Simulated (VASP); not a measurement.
# V (P6_3/mmc) in VASP: further runs, part 2 of 2

VASP 6.6.1. Earlier steps stand in the parts before.

## 4. Single point, PBEsol, collinear spin, antiferromagnetic start

This run uses another cell than the first one, of 13.87 Å³/atom.

File INCAR:

```
SYSTEM = V
PREC = Accurate
ENCUT = 520
EDIFF = 1E-6
ISMEAR = -1
SIGMA = 0.05
LREAL = .FALSE.
LASPH = .TRUE.
NELM = 150
ALGO = Fast
ISIF = 2
LWAVE = .FALSE.
LCHARG = .FALSE.
ISPIN = 2
MAGMOM = 2 -2
LORBIT = 11
LMAXMIX = 4
GGA = PS
NBANDS = 24
```

File KPOINTS:

```
regular mesh
0
G
  12 12 6
  0 0 0
```

File POSCAR:

```
V
1.0
    2.6042941027      0.0000000000      0.0000000000
   -1.3021470513      2.2553848518      0.0000000000
    0.0000000000      0.0000000000      4.7233360000
V
2
Direct
    0.3333333333      0.6666666667      0.2500000000
    0.6666666667      0.3333333333      0.7500000000
```

Potentials or basis: VASP PAW PBE potentials, release 64 (V_sv).

Launch:

```bash
$ cat potpaw_PBE.64/V_sv/POTCAR > POTCAR
$ mpirun -np 1 vasp_std > vasp.out
```

OUTCAR:

```text
SYSTEM = V
   PREC = Accurate
   ENCUT = 520
   EDIFF = 1E-6
   ISMEAR = -1
   LREAL = .FALSE.
   LASPH = .TRUE.
   NELM = 150
   ISIF = 2
   ISPIN = 2
   LORBIT = 11
   GGA = PS

 ion  position               nearest neighbor table
   1  0.333  0.667  0.250-   2 2.80   2 2.80   2 2.80   2 2.80   2 2.80   2 2.80
   2  0.667  0.333  0.750-   1 2.80   1 2.80   1 2.80   1 2.80   1 2.80   1 2.80

  LATTYP: Found a hexagonal cell.
 ALAT       =     2.6042941027
 C/A-ratio  =     1.8136722712

  Lattice vectors:

 A1 = (   2.6042941027,   0.0000000000,   0.0000000000)
 A2 = (  -1.3021470513,   2.2553848518,   0.0000000000)
 A3 = (   0.0000000000,   0.0000000000,   4.7233360000)

Analysis of symmetry for initial positions (statically):
=====================================================================
 Subroutine PRICEL returns:
 Original cell was already a primitive cell.

 Routine SETGRP: Setting up the symmetry group for a
 hexagonal supercell.

 Subroutine GETGRP returns: Found 24 space group operations
 (whereof 12 operations were pure point group operations)
 out of a pool of 24 trial point group operations.

The static configuration has the point symmetry D_3d.
 The point group associated with its full space group is D_6h.

Analysis of symmetry for dynamics (positions and initial velocities):
=====================================================================
 Subroutine PRICEL returns:
 Original cell was already a primitive cell.

 Routine SETGRP: Setting up the symmetry group for a
 hexagonal supercell.

 Subroutine GETGRP returns: Found 24 space group operations
 (whereof 12 operations were pure point group operations)
 out of a pool of 24 trial point group operations.

The dynamic configuration has the point symmetry D_3d.
 The point group associated with its full space group is D_6h.

Analysis of structural, dynamic, and magnetic symmetry:
=====================================================================
[... 156 lines left out ...]
  ext. energy  EPLUGINS =         0.00000000
  ---------------------------------------------------
  free energy    TOTEN  =       -18.72837548 eV

  energy without entropy =      -18.70257772  energy(sigma->0) =      -18.71547660

 E-fermi :   9.5505     XC(G=0): -12.8793

 val. band max:        9.5385669377   @ k =   0.1667  -0.0000   0.0000
 cond. band min:       9.5665741050   @ k =   0.3333   0.1667   0.5000
 fundamental gap:      0.0280071673
 Fermi energy:         9.5505350545

 spin component 1

 k-point     1 :       0.0000    0.0000    0.0000
  band No.  band energies     occupation
      1     -54.2280      1.00000
      2     -54.1190      1.00000
      3     -28.4403      1.00000
      4     -27.7992      1.00000
      5     -27.6583      1.00000
      6     -27.6583      1.00000
[... 637 lines left out ...]
     23      24.4968      0.00000
     24      26.5913      0.00000

 [... further k-points ...]

 spin component 2

 k-point     1 :       0.0000    0.0000    0.0000
  band No.  band energies     occupation
      1     -54.2280      1.00000
      2     -54.1190      1.00000
      3     -28.4403      1.00000
      4     -27.7992      1.00000
      5     -27.6583      1.00000
      6     -27.6583      1.00000
[... 637 lines left out ...]
     23      24.4968      0.00000
     24      26.5913      0.00000

 [... further k-points ...]

------------------------ aborting loop because EDIFF is reached ----------------------------------------

  FORCE on cell =-STRESS in cart. coord.  units (eV):
  Direction    XX          YY          ZZ          XY          YZ          ZX
  --------------------------------------------------------------------------------------
  -------------------------------------------------------------------------------------
  Total       -1.1996298     -1.1996298     -1.2255844     -0.0000000      0.0000000      0.0000000
  in kB      -69.2784704    -69.2784704    -70.7773454     -0.0000000      0.0000000      0.0000000
  external PRESSURE =     -69.7780954 kB  Pullay stress =       0.0000000 kB

 VOLUME and BASIS-vectors are now :
 -----------------------------------------------------------------------------
  energy-cutoff  :      520.00
  volume of cell :       27.74
      direct lattice vectors                 reciprocal lattice vectors
     2.604294103  0.000000000  0.000000000     0.383981210  0.221691655  0.000000000
    -1.302147051  2.255384852  0.000000000     0.000000000  0.443383310  0.000000000
     0.000000000  0.000000000  4.723336000     0.000000000  0.000000000  0.211714771

 POSITION                                       TOTAL-FORCE (eV/Angst)
 -----------------------------------------------------------------------------------
     -0.00000      1.50359      1.18083        -0.000000      0.000000      0.000000
      1.30215      0.75179      3.54250         0.000000     -0.000000      0.000000
 -----------------------------------------------------------------------------------
    total drift:                                0.000000     -0.000000      0.000000

  FREE ENERGIE OF THE ION-ELECTRON SYSTEM (eV)
  ---------------------------------------------------
  free  energy   TOTEN  =       -18.7283754795 eV

  energy  without entropy=      -18.7025777189  energy(sigma->0) =      -18.71547660

 total charge

# of ion       s       p       d       tot
------------------------------------------
    1        2.345   6.210   3.078  11.634
    2        2.345   6.210   3.078  11.634
--------------------------------------------------
tot          4.690  12.420   6.157  23.267

 magnetization (x)

# of ion       s       p       d       tot
------------------------------------------
    1       -0.000   0.000   0.000   0.000
    2        0.000  -0.000  -0.000  -0.000
--------------------------------------------------
tot          0.000   0.000   0.000   0.000
```

OSZICAR:

```text
N       E                     dE             d eps       ncg     rms          rms(c)
DAV:   1     0.315029094844E+03    0.31503E+03   -0.15738E+04  7296   0.127E+03
DAV:   2    -0.120624746595E+02   -0.32709E+03   -0.31777E+03  7480   0.420E+02
DAV:   3    -0.206162523108E+02   -0.85538E+01   -0.85237E+01  8560   0.813E+01
DAV:   4    -0.206724137350E+02   -0.56161E-01   -0.56159E-01  8048   0.700E+00
DAV:   5    -0.206732120928E+02   -0.79836E-03   -0.79835E-03  8584   0.762E-01    0.275E+01
RMM:   6    -0.184498336751E+02    0.22234E+01   -0.68915E+00  7583   0.211E+01    0.515E+00
RMM:   7    -0.186788249406E+02   -0.22899E+00   -0.53860E-01  7758   0.567E+00    0.493E+00
RMM:   8    -0.187047031655E+02   -0.25878E-01   -0.35362E-02  8174   0.165E+00    0.163E+00
RMM:   9    -0.187168598902E+02   -0.12157E-01   -0.71665E-03  8261   0.789E-01    0.867E-01
RMM:  10    -0.187278247899E+02   -0.10965E-01   -0.73848E-03  8462   0.656E-01    0.173E-01
RMM:  11    -0.187281901880E+02   -0.36540E-03   -0.57580E-04  8168   0.225E-01    0.832E-02
RMM:  12    -0.187283413100E+02   -0.15112E-03   -0.12153E-04  8099   0.106E-01    0.374E-02
RMM:  13    -0.187283742031E+02   -0.32893E-04   -0.38576E-05  8348   0.540E-02    0.973E-03
RMM:  14    -0.187283754774E+02   -0.12744E-05   -0.52144E-06  7430   0.233E-02    0.479E-03
RMM:  15    -0.187283754795E+02   -0.20900E-08   -0.95118E-07  5189   0.102E-02
   1 F= -.18728375E+02 E0= -.18715477E+02  d E =-.257978E-01  mag=     0.0000
```

stdout:

```text
POSCAR found type information on POSCAR V
 POSCAR found :  1 types and       2 ions
 scaLAPACK will be used
 -----------------------------------------------------------------------------
|                                                                             |
|                                                                             |
|     You enforced a specific xc type in the INCAR file but a different       |
|     I HOPE YOU KNOW WHAT YOU ARE DOING!                                     |
|                                                                             |
 -----------------------------------------------------------------------------

 LDA part: xc-table for (Slater+PW92), standard interpolation
 POSCAR, INCAR and KPOINTS ok, starting setup
 FFT: planning ... GRIDC
 FFT: planning ... GRID_SOFT
 FFT: planning ... GRID
 WAVECAR not read
 entering main loop
```

Wall time 2.4 min (1 thread of Intel Xeon 8259CL, shared host); peak memory 0.2 GiB.

What came out:

* Free energy: -18.7284 eV
* Pressure: -7.0 GPa
* Band gap on the k mesh: zero (filled and empty bands overlap)
* Net moment: 0.00 μB per cell
* Valence electrons inside the program's atomic spheres: V 11.63

Stress tensor (GPa, compression positive):
```
-6.93  0.00  0.00
 0.00 -6.93  0.00
 0.00  0.00 -7.08
```

Caveat: the cell stands under tension; the PAW data sets were made with another functional, which shifts forces and pressure a little.

## 5. Single point, PBEsol, collinear spin, ferrimagnetic start

This run uses another cell than the first one, of 13.87 Å³/atom.

File INCAR:

```
SYSTEM = V
ALGO     = Normal         ! electronic algorithm
EDIFF    = 1E-6           ! SCF threshold, eV
ENCUT    = 520            ! plane-wave cutoff, eV
GGA      = PS             ! functional
ISIF     = 2              ! what is computed and relaxed
ISMEAR   = -1             ! smearing method
ISPIN    = 2              ! spin polarisation
LASPH    = .True.         ! aspherical terms in the spheres
LCHARG   = .False.        ! write CHGCAR
LMAXMIX  = 4              ! l up to which the mixer works
LORBIT   = 11             ! projections on sites
LREAL    = .False.        ! projectors in reciprocal space
LWAVE    = .False.        ! write WAVECAR
MAGMOM   = 2 -1           ! initial moments
NBANDS   = 24             ! bands
NELM     = 150            ! most SCF steps
PREC     = Accurate       ! precision mode
SIGMA    = 0.05           ! smearing width, eV
```

File KPOINTS:

```
k-points
0
Gamma
  12 12 6
  0 0 0
```

POSCAR is that of step 4.

Potentials or basis: VASP PAW PBE potentials, release 64 (V_sv).

Launch:

```bash
$ cat potpaw_PBE.64/V_sv/POTCAR > POTCAR
$ mpirun -np 1 vasp_std > vasp.out
```

OUTCAR:

```text
SYSTEM = V
   EDIFF = 1E-6
   ENCUT = 520
   GGA = PS
   ISIF = 2
   ISMEAR = -1
   ISPIN = 2
   LASPH = .True.
   LORBIT = 11
   LREAL = .False.
   NELM = 150
   PREC = Accurate

 ion  position               nearest neighbor table
   1  0.333  0.667  0.250-   2 2.80   2 2.80   2 2.80   2 2.80   2 2.80   2 2.80
   2  0.667  0.333  0.750-   1 2.80   1 2.80   1 2.80   1 2.80   1 2.80   1 2.80

  LATTYP: Found a hexagonal cell.
 ALAT       =     2.6042941027
 C/A-ratio  =     1.8136722712

  Lattice vectors:

 A1 = (   2.6042941027,   0.0000000000,   0.0000000000)
 A2 = (  -1.3021470513,   2.2553848518,   0.0000000000)
 A3 = (   0.0000000000,   0.0000000000,   4.7233360000)

Analysis of symmetry for initial positions (statically):
=====================================================================
 Subroutine PRICEL returns:
 Original cell was already a primitive cell.

 Routine SETGRP: Setting up the symmetry group for a
 hexagonal supercell.

[... 850 lines left out ...]
      3     -28.4403      1.00000
      4     -27.7991      1.00000
      5     -27.6583      1.00000
      6     -27.6583      1.00000
[... 637 lines left out ...]
     23      24.4968      0.00000
     24      26.5913      0.00000

 [... further k-points ...]

------------------------ aborting loop because EDIFF is reached ----------------------------------------

  FORCE on cell =-STRESS in cart. coord.  units (eV):
  Direction    XX          YY          ZZ          XY          YZ          ZX
  --------------------------------------------------------------------------------------
  -------------------------------------------------------------------------------------
  Total       -1.2056819     -1.2056819     -1.2332762     -0.0000000      0.0000000      0.0000000
  in kB      -69.6279821    -69.6279821    -71.2215465     -0.0000000      0.0000000      0.0000000
  external PRESSURE =     -70.1591702 kB  Pullay stress =       0.0000000 kB

 VOLUME and BASIS-vectors are now :
 -----------------------------------------------------------------------------
  energy-cutoff  :      520.00
  volume of cell :       27.74
      direct lattice vectors                 reciprocal lattice vectors
     2.604294103  0.000000000  0.000000000     0.383981210  0.221691655  0.000000000
    -1.302147051  2.255384852  0.000000000     0.000000000  0.443383310  0.000000000
     0.000000000  0.000000000  4.723336000     0.000000000  0.000000000  0.211714771

 POSITION                                       TOTAL-FORCE (eV/Angst)
 -----------------------------------------------------------------------------------
     -0.00000      1.50359      1.18083         0.000000      0.000000      0.000000
      1.30215      0.75179      3.54250        -0.000000      0.000000      0.000000
 -----------------------------------------------------------------------------------
    total drift:                               -0.000000      0.000000      0.000000

  FREE ENERGIE OF THE ION-ELECTRON SYSTEM (eV)
  ---------------------------------------------------
  free  energy   TOTEN  =       -18.7283754542 eV

  energy  without entropy=      -18.7025778227  energy(sigma->0) =      -18.71547664

 total charge

# of ion       s       p       d       tot
------------------------------------------
    1        2.345   6.210   3.078  11.634
    2        2.345   6.210   3.078  11.634
--------------------------------------------------
tot          4.690  12.420   6.157  23.267

 magnetization (x)

# of ion       s       p       d       tot
------------------------------------------
    1        0.000   0.000   0.000   0.000
    2       -0.000  -0.000  -0.000  -0.000
--------------------------------------------------
tot         -0.000  -0.000  -0.000  -0.000
```

Wall time 2.5 min (1 thread of Intel Xeon 8259CL, shared host); peak memory 0.2 GiB.

Results:

```yaml
Free_energy: -18.7284 eV
Pressure: -7.0 GPa
Band_gap_on_the_k_mesh: zero (filled and empty bands overlap)
Net_moment: 0.00 μB per cell
Valence_electrons_inside_the_program's_atomic_spheres: V 11.63
```

Caveat: the cell stands under tension; the PAW data sets were made with another functional, which shifts forces and pressure a little.

## 6. Summary

| spin | cell | gap on the mesh (eV) | pressure (GPa) | moment (μB) |
| --- | --- | --- | --- | --- |
| collinear, ferromagnetic start | a = 2.655, b = 2.655, c = 4.816 Å, angles 90.0, 90.0, 120.0°, 2 atoms | none | -15.2 | 0.00 |
| off | a = 2.604, b = 2.604, c = 4.723 Å, angles 90.0, 90.0, 120.0°, 2 atoms | none | -7.0 | - |
| collinear, antiferromagnetic start | a = 2.604, b = 2.604, c = 4.723 Å, angles 90.0, 90.0, 120.0°, 2 atoms | none | -7.0 | 0.00 |
| collinear, ferrimagnetic start | a = 2.604, b = 2.604, c = 4.723 Å, angles 90.0, 90.0, 120.0°, 2 atoms | none | -7.0 | 0.00 |

Alike in all rows: task single point; level PBEsol; potentials or basis VASP PAW PBE potentials, release 64 (V_sv); k mesh 12 × 12 × 6; cutoff (eV) 520; smearing fermi-dirac 0.05 eV.

Caveats: the cell stands under tension; the PAW data sets were made with another functional, which shifts forces and pressure a little.

Absolute energies hang on the potentials; compare differences alone.
